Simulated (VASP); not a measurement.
SiNi (CsCl type):

```
Ni Si
1.0
     2.71442    0.00000    0.00000
     0.00000    2.71442    0.00000
     0.00000    0.00000    2.71442
Ni Si
1 1
Direct
  0.00000 0.00000 0.00000
  0.50000 0.50000 0.50000
```

```yaml
Program: VASP 6.6.1
Task: relaxation of cell and atoms
Functional: PBE
Potentials_or_basis: VASP PAW PBE potentials, release 64 (Ni, Si)
Cutoff: 600 eV
k_mesh: 15 × 15 × 15
Occupations: fermi-dirac, width 0.1 eV
Spin: no spin polarisation
```

At the start: pressure 32.0 GPa; volume 10.00 Å³/atom.

Question: How do energy, volume and symmetry change on relaxing?

Answer: Over 4 steps the energy falls by 125.5 meV/atom and the volume is 11.44 Å³/atom (+14.4 %); space group Pm-3m (No. 221, to 0.1 Å) before and after.

Step by step:
```
step  energy change (eV)  largest force (eV/Å)  pressure (GPa)  volume (Å³)
   1              0.0000                0.0000           32.01        20.00
   2             -0.0380                0.0000          -17.16        26.36
   3             -0.2510                0.0000           -0.53        22.94
   4             -0.2510                0.0000            0.01        22.88
```

Final structure:
```
Ni Si
1.0
     2.83900    0.00000    0.00000
     0.00000    2.83900    0.00000
     0.00000    0.00000    2.83900
Ni Si
1 1
Direct
  0.00000 0.00000 0.00000
  0.50000 0.50000 0.50000
```
